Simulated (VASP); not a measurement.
# Al in VASP: further runs

Al is run at these levels: PBE; tasks: single point.

Everything below comes from runs of VASP 6.6.1. Logs are shortened: lines on timing, memory, paths and dates and some standing lists are left out, and cuts for length are marked.

## 1. The cell of the first run

Symmetry: C2/m, No. 12, monoclinic system. Conventional cell: a = 4.898 Å, b = 2.908 Å, c = 2.838 Å, α = 90.00°, β = 123.69°, γ = 90.00°. Within 3.7 Å of Al (site symmetry 2/m) lie 12 Al at 2.84 to 2.91 Å.

## 2. Single point, PBE

Input file INCAR:

```
ALGO = Normal ; EDIFF = 1E-6
ENCUT = 500 ; GGA = PE
GGA_COMPAT = False ; ISIF = 2
ISMEAR = 0 ; LASPH = True
LCHARG = False ; LREAL = False
LWAVE = False ; NBANDS = 8
NELM = 120 ; PREC = Accurate
SIGMA = 0.1
```

Input file KPOINTS:

```
k-points
0
Gamma
  12 12 15
```

Input file POSCAR:

```
Al
1.0
    2.9076408210     -0.0000040670     -0.0064003301
   -1.4538239326      2.5180969165      0.0000000000
    1.4487909742      0.8364598590      2.2920572942
Al
1
Direct
    0.0000000000      0.0000000000      0.0000000000
```

Potentials or basis: VASP PAW PBE potentials, release 64 (Al).

Started as:

```
cat potpaw_PBE.64/Al/POTCAR > POTCAR
mpirun -np 1 vasp_std > vasp.out
```

OUTCAR:

```text
EDIFF = 1E-6
   ENCUT = 500
   GGA = PE
   ISIF = 2
   ISMEAR = 0
   LASPH = True
   LREAL = False
   NELM = 120
   PREC = Accurate

 ion  position               nearest neighbor table
   1  0.000  0.000  0.000-

  LATTYP: Found a base centered monoclinic cell.
 ALAT       =     4.8978436882
 B/A-ratio  =     0.5936587711
 C/A-ratio  =     0.5793646671
 COS(beta)  =    -0.5546426686

  Lattice vectors:

 A1 = (   1.4588498468,  -0.8364639260,  -2.2984576243)
 A2 = (   0.0050259142,   1.6816329905,  -2.2984576243)
 A3 = (   1.4487909742,   0.8364598590,   2.2920572942)

Analysis of symmetry for initial positions (statically):
=====================================================================
 Subroutine PRICEL returns:
 Original cell was already a primitive cell.

 Routine SETGRP: Setting up the symmetry group for a
 base centered monoclinic supercell.

 Subroutine GETGRP returns: Found  4 space group operations
 (whereof  4 operations were pure point group operations)
 out of a pool of  4 trial point group operations.

The static configuration has the point symmetry C_2h.

Analysis of symmetry for dynamics (positions and initial velocities):
=====================================================================
 Subroutine PRICEL returns:
 Original cell was already a primitive cell.

 Routine SETGRP: Setting up the symmetry group for a
 base centered monoclinic supercell.

 Subroutine GETGRP returns: Found  4 space group operations
 (whereof  4 operations were pure point group operations)
 out of a pool of  4 trial point group operations.

The dynamic configuration has the point symmetry C_2h.

 Subroutine INISYM returns: Found  4 space group operations
 (whereof  4 operations are pure point group operations),
 and found     1 'primitive' translations

----------------------------------------------------------------------------------------

                                     Primitive cell

  volume of cell :      16.8129

  direct lattice vectors                    reciprocal lattice vectors
     2.907640821 -0.000004067 -0.006400330     0.343284864  0.198195608 -0.289316800
    -1.453823933  2.518096916  0.000000000    -0.000317868  0.396941781 -0.144658400
     1.448790974  0.836459859  2.292057294     0.000958587  0.000553440  0.435481382

  length of vectors
     2.907647865  2.907647865  2.837637578     0.490744544  0.422479504  0.435482788

  position of ions in fractional coordinates (direct lattice)
     0.000000000  0.000000000  0.000000000

  ion indices of the primitive-cell ions
   primitive index   ion index
                 1           1

----------------------------------------------------------------------------------------

 KPOINTS: k-points

Automatic generation of k-mesh.
 Grid dimensions read from file:
 generate k-points for:   12   12   15

 Generating k-lattice:

  Cartesian coordinates                     Fractional coordinates (reciprocal lattice)
     0.028607072  0.016516301 -0.024109733     0.083333333  0.000000000  0.000000000
    -0.000026489  0.033078482 -0.012054867     0.000000000  0.083333333  0.000000000
     0.000063906  0.000036896  0.029032092     0.000000000  0.000000000  0.066666667

  Length of vectors
     0.040895379  0.035206625  0.029032186

  Shift w.r.t. Gamma in fractional coordinates (k-lattice)
     0.000000000  0.000000000  0.000000000

 Subroutine IBZKPT returns following result:
 ===========================================

 Found    589 irreducible k-points:

 Following reciprocal coordinates:
            Coordinates               Weight
  0.000000  0.000000  0.000000      1.000000
  0.083333 -0.000000 -0.000000      2.000000
  0.166667  0.000000 -0.000000      2.000000
  0.250000  0.000000 -0.000000      2.000000
  0.333333  0.000000 -0.000000      2.000000
  0.416667  0.000000 -0.000000      2.000000
[... 16 lines left out ...]
  0.166667  0.250000 -0.000000      4.000000
  0.250000  0.250000 -0.000000      4.000000
 [... further k-points ...]
   k-points           NKPTS =    589   k-points in BZ     NKDIM =    589   number of bands    NBANDS=      8
   number of dos      NEDOS =    301   number of ions     NIONS =      1
   total plane-waves  NPLWV =  13824
   dimension x,y,z NGX =    24 NGY =   24 NGZ =   24
   dimension x,y,z NGXF=    48 NGYF=   48 NGZF=   48
   ions per type =               1
   NGX,Y,Z   is equivalent  to a cutoff of  13.72, 13.72, 14.06 a.u.
   NGXF,Y,Z  is equivalent  to a cutoff of  27.44, 27.44, 28.12 a.u.
 SYSTEM =  unknown system
   PREC   = accura    normal or accurate (medium, high low for compatibility)
   ISTART =      0    job   : 0-new  1-cont  2-samecut
   ICHARG =      2    charge: 1-file 2-atom 10-const
   ISPIN  =      1    spin polarized calculation?
   LNONCOLLINEAR =      F non collinear calculations
   LSORBIT =      F    spin-orbit coupling
   LASPH  =      T    aspherical Exc in radial PAW
   ENCUT  =  500.0 eV  36.75 Ry    6.06 a.u.   5.30  5.30  5.17*2*pi/ulx,y,z
   NELM   =    120;   NELMIN=  2; NELMDL= -5     # of ELM steps
   EDIFF  = 0.1E-05   stopping-criterion for ELM
   LREAL  =      F    real-space projection
   EDIFFG = 0.1E-04   stopping-criterion for IOM
   NSW    =      0    number of steps for IOM
   IBRION =     -1    ionic relax: 0-MD 1-quasi-New 2-CG
   NFREE  =      0    steps in history (QN), initial steepest desc. (CG)
   ISIF   =      2    stress and relaxation
   ISYM   =      2    0-nonsym 1-usesym 2-fastsym
   POTIM  = 0.5000    time-step for ionic-motion
   TEBEG  =    0.0;   TEEND  =   0.0 temperature during run
   PSTRESS=    0.0 pullay stress
   NELECT =       3.0000    total number of electrons
   NUPDOWN=      -1.0000    fix difference up-down
   EMIN   =  10.00;   EMAX   =-10.00  energy-range for DOS
   EFERMI =   0.00;   METHOD = LEGACY
   ISMEAR =     0;   SIGMA  =   0.10  broadening in eV -4-tet -1-fermi 0-gaus
   EFERMI_NEDOS =   21; number of points for ismear=-14 and -15
   IALGO  =     38    algorithm
   IMIX   =      4    mixing-type and parameters
     AMIX     =   0.40;   BMIX     =  1.00
     AMIX_MAG =   1.60;   BMIX_MAG =  1.00
  volume/ion in A,a.u.               =      16.81       113.46
  Fermi-wavevector in a.u.,A,eV,Ry     =   0.921653  1.741672 11.557394  0.849444
  Thomas-Fermi vector in A             =   2.047093
   LORBIT       =      0    0 simple, 1 ext, 2 COOP (PROOUT), +10 PAW based schemes
   GGA     = PE    functional components
   LHFCALC =     F    Hartree Fock is set to
   AEXX    =    0.0000 exact exchange contribution
   IVDW    =     0    specifies the selected vdW correction
   LEPSILON=     F    determine dielectric tensor
   LRPA    =     F    only Hartree local field effects (RPA)
 non-spin polarized calculation
 Gauss-broadening in eV      SIGMA  =   0.10
  energy-cutoff  :      500.00
  volume of cell :       16.81
 maximum number of plane-waves:       439
 NGX is ok and might be reduce to    24
   NGX = 11   NGY = 11   NGZ = 11

 number of electron       3.0000000 magnetization

 Free energy of the ion-electron system (eV)
  ---------------------------------------------------
  ext. energy  EPLUGINS =         0.00000000
  ---------------------------------------------------
  free energy    TOTEN  =        -3.75277421 eV

  energy without entropy =       -3.75137909  energy(sigma->0) =       -3.75207665

 E-fermi :   7.8366     XC(G=0): -10.1281

 val. band max:        7.7997970570   @ k =  -0.4167   0.0833   0.2667
 cond. band min:       7.8467327618   @ k =   0.4167   0.4167   0.3333
 fundamental gap:      0.0469357048
 Fermi energy:         7.8365709971

 k-point     1 :       0.0000    0.0000    0.0000
  band No.  band energies     occupation
      1      -3.2004      2.00000
      2      19.9514      0.00000
      3      19.9965      0.00000
      4      21.0004      0.00000
      5      21.2602      0.00000
      6      21.3491      0.00000
      7      22.1842      0.00000
      8      24.4034      0.00000

 k-point     2 :       0.0833   -0.0000   -0.0000
  band No.  band energies     occupation
      1      -2.9530      2.00000
      2      18.1905      0.00000
      3      18.5489      0.00000
      4      19.2700      0.00000
      5      21.1757      0.00000
      6      23.3916      0.00000
      7      23.9853      0.00000
      8      24.3200      0.00000

 k-point     3 :       0.1667    0.0000   -0.0000
  band No.  band energies     occupation
      1      -2.2134      2.00000
      2      16.3112      0.00000
      3      16.6807      0.00000
      4      17.3195      0.00000
      5      19.8885      0.00000
      6      20.1600      0.00000
      7      26.3126      0.00000
      8      26.7962      0.00000

 k-point     4 :       0.2500    0.0000   -0.0000
  band No.  band energies     occupation
      1      -0.9891      2.00000
      2      14.8302      0.00000
      3      15.1188      0.00000
      4      15.7263      0.00000
      5      15.9527      0.00000
      6      18.7241      0.00000
      7      29.0813      0.00000
      8      29.2648      0.00000

 k-point     5 :       0.3333    0.0000   -0.0000
  band No.  band energies     occupation
      1       0.7058      2.00000
      2      12.0619      0.00000
      3      13.7705      0.00000
      4      13.9924      0.00000
      5      14.6760      0.00000
      6      17.6849      0.00000
      7      30.5074      0.00000
      8      31.7973      0.00000

 k-point     6 :       0.4167    0.0000   -0.0000
  band No.  band energies     occupation
      1       2.8409      2.00000
      2       8.6444      0.00000
      3      13.1351      0.00000
      4      13.2864      0.00000
      5      14.0254      0.00000
      6      17.0211      0.00000
      7      32.0157      0.00000
      8      33.6668      0.00000

 k-point     7 :       0.5000    0.0000   -0.0000
  band No.  band energies     occupation
      1       4.8948      2.00000
      2       6.1611      2.00000
      3      12.9235      0.00000
      4      13.0497      0.00000
      5      13.8102      0.00000
      6      16.7937      0.00000
      7      32.8104      0.00000
      8      34.4253      0.00000
[... 133 lines left out ...]
 k-point    20 :      -0.0833    0.1667    0.0000
  band No.  band energies     occupation
      1      -2.7149      2.00000
      2      16.0558      0.00000
      3      17.0049      0.00000
      4      21.1305      0.00000
      5      21.9939      0.00000
      6      23.6394      0.00000
      7      23.9092      0.00000
      8      24.4545      0.00000

 k-point    21 :      -0.0000    0.2500   -0.0000
  band No.  band energies     occupation
      1      -1.5584      2.00000
      2      10.9822      0.00000
      3      18.3664      0.00000
      4      19.0838      0.00000
      5      22.1672      0.00000
      6      22.2785      0.00000
      7      22.7167      0.00000
      8      26.0260      0.00000

 k-point    22 :       0.0833    0.2500   -0.0000
  band No.  band energies     occupation
      1      -0.5825      2.00000
      2       9.1631      0.00000
      3      17.2188      0.00000
      4      18.7466      0.00000
      5      18.8679      0.00000
      6      23.4263      0.00000
      7      23.6144      0.00000
      8      25.1449      0.00000

 k-point    23 :       0.1667    0.2500   -0.0000
  band No.  band energies     occupation
      1       0.8688      2.00000
      2       7.7803      1.57348
      3      14.8892      0.00000
      4      16.0324      0.00000
      5      17.7101      0.00000
      6      23.8688      0.00000
      7      24.7716      0.00000
      8      27.2381      0.00000

 k-point    24 :       0.2500    0.2500   -0.0000
  band No.  band energies     occupation
      1       2.7757      2.00000
      2       6.8518      2.00000
      3      11.3192      0.00000
      4      15.2045      0.00000
      5      16.8082      0.00000
      6      23.2042      0.00000
      7      26.4368      0.00000
      8      29.3336      0.00000

 [... further k-points ...]

------------------------ aborting loop because EDIFF is reached ----------------------------------------

  FORCE on cell =-STRESS in cart. coord.  units (eV):
  Direction    XX          YY          ZZ          XY          YZ          ZX
  --------------------------------------------------------------------------------------
  -------------------------------------------------------------------------------------
  Total       -0.2102196     -0.2109513     -0.0066898      0.0006337     -0.0034098     -0.0059059
  in kB      -20.0327493    -20.1024782     -0.6374984      0.0603870     -0.3249329     -0.5628003
  external PRESSURE =     -13.5909086 kB  Pullay stress =       0.0000000 kB

 VOLUME and BASIS-vectors are now :
 -----------------------------------------------------------------------------
  energy-cutoff  :      500.00
  volume of cell :       16.81
      direct lattice vectors                 reciprocal lattice vectors
     2.907640821 -0.000004067 -0.006400330     0.343284864  0.198195608 -0.289316800
    -1.453823933  2.518096916  0.000000000    -0.000317868  0.396941781 -0.144658400
     1.448790974  0.836459859  2.292057294     0.000958587  0.000553440  0.435481382

 POSITION                                       TOTAL-FORCE (eV/Angst)
 -----------------------------------------------------------------------------------
      0.00000      0.00000      0.00000         0.000000      0.000000      0.000000
 -----------------------------------------------------------------------------------
    total drift:                                0.000000      0.000000     -0.000000

  FREE ENERGIE OF THE ION-ELECTRON SYSTEM (eV)
  ---------------------------------------------------
  free  energy   TOTEN  =        -3.7527742144 eV

  energy  without entropy=       -3.7513790929  energy(sigma->0) =       -3.75207665
```

It took 36 s on 1 thread of Intel Xeon Platinum 8488C (Sapphire Rapids), shared host; peak memory 0.18 GiB.

Results:

```
Free energy            : -3.7528 eV
Pressure               : -1.4 GPa
Band gap on the k mesh : zero (an odd number of electrons rules out a gap without spin polarisation)
```

## 3. Single point, PBE

This run uses another cell than the first one, of 16.73 Å³/atom.

Input file INCAR:

```
SYSTEM = Al
  PREC = Accurate
  ENCUT = 500
  EDIFF = 1E-6
  ISMEAR = 0
  SIGMA = 0.1
  LREAL = .False.
  LASPH = .True.
  NELM = 120
  ALGO = Normal
  ISIF = 2
  LWAVE = .False.
  LCHARG = .False.
  GGA = PE
  NBANDS = 8
  ISYM = 0
  GGA_COMPAT = .False.
```

Input file KPOINTS:

```
Automatic mesh
0
Gamma
  12 12 15
  0 0 0
```

Input file POSCAR:

```
Al
1.0
    2.9076478652      0.0000000000      0.0000000000
   -1.4538239326      2.5180969165      0.0000000000
    1.4538239326      0.8393656388      2.2843221604
Al
1
Direct
    0.0000000000      0.0000000000      0.0000000000
```

Potentials or basis: VASP PAW PBE potentials, release 64 (Al).

Started as:

```
cat potpaw_PBE.64/Al/POTCAR > POTCAR
mpirun -np 1 vasp_std > vasp.out
```

Wall time 64 s (1 thread of Intel Xeon Platinum 8488C (Sapphire Rapids), shared host); peak memory 0.22 GiB.

Results (log left out):

* Free energy: -3.7524 eV
* Pressure: -1.0 GPa
* Band gap on the k mesh: zero (an odd number of electrons rules out a gap without spin polarisation)

Stress tensor (GPa, compression positive):
```
-1.94 -0.10 -0.28
-0.10 -1.82 -0.16
-0.28 -0.16  0.85
```

Levels at points of the mesh, in eV from the Fermi level:
```csv
k point,band 1,band 2,band 3,band 4
"(0.00, 0.00, 0.00)",-11.07,12.11,12.11,13.30
"(0.50, 0.00, 0.00)",-2.92,-1.63,5.05,5.18
"(0.00, 0.50, 0.00)",-4.64,-4.55,11.09,11.25
"(0.50, 0.50, 0.00)",-4.64,-4.55,11.09,11.25
```

## 4. Single point, PBE

Input file INCAR:

```
ALGO = Normal
EDIFF = 1E-6
ENCUT = 500
GGA = PE
GGA_COMPAT = F
ISIF = 2
ISMEAR = 0
ISYM = 0
LASPH = T
LCHARG = F
LREAL = F
LWAVE = F
NBANDS = 8
NELM = 120
PREC = Accurate
SIGMA = 0.1
```

Input file KPOINTS:

```
k-points
0
Gamma
  12 12 15
```

Input file POSCAR:

```
Al
1.0
    2.9076408210     -0.0000040670     -0.0064003301
   -1.4538239326      2.5180969165      0.0000000000
    1.4487909742      0.8364598590      2.2920572942
Al
1
Direct
    0.0000000000      0.0000000000      0.0000000000
```

Started as:

```
cat potpaw_PBE.64/Al/POTCAR > POTCAR
mpirun -np 1 vasp_std > vasp.out
```

Run time: 76 s. Hardware: 1 thread of Intel Xeon Platinum 8488C (Sapphire Rapids), shared host; peak memory 0.23 GiB.

The run converged. Its results:

| Item | Value |
| --- | --- |
| Free energy | -3.7528 eV |
| Pressure | -1.4 GPa |
| Band gap on the k mesh | zero (an odd number of electrons rules out a gap without spin polarisation) |

Stress tensor (GPa, compression positive):
```
-2.00  0.01 -0.06
 0.01 -2.01 -0.03
-0.06 -0.03 -0.06
```

Levels at points of the mesh, in eV from the Fermi level:
```
           k point  band 1  band 2  band 3  band 4
(0.00, 0.00, 0.00)  -11.04   12.11   12.16   13.16
(0.50, 0.00, 0.00)   -2.94   -1.68    5.09    5.21
(0.00, 0.50, 0.00)   -4.61   -4.53   11.09   11.18
(0.50, 0.50, 0.00)   -4.61   -4.53   11.09   11.18
```
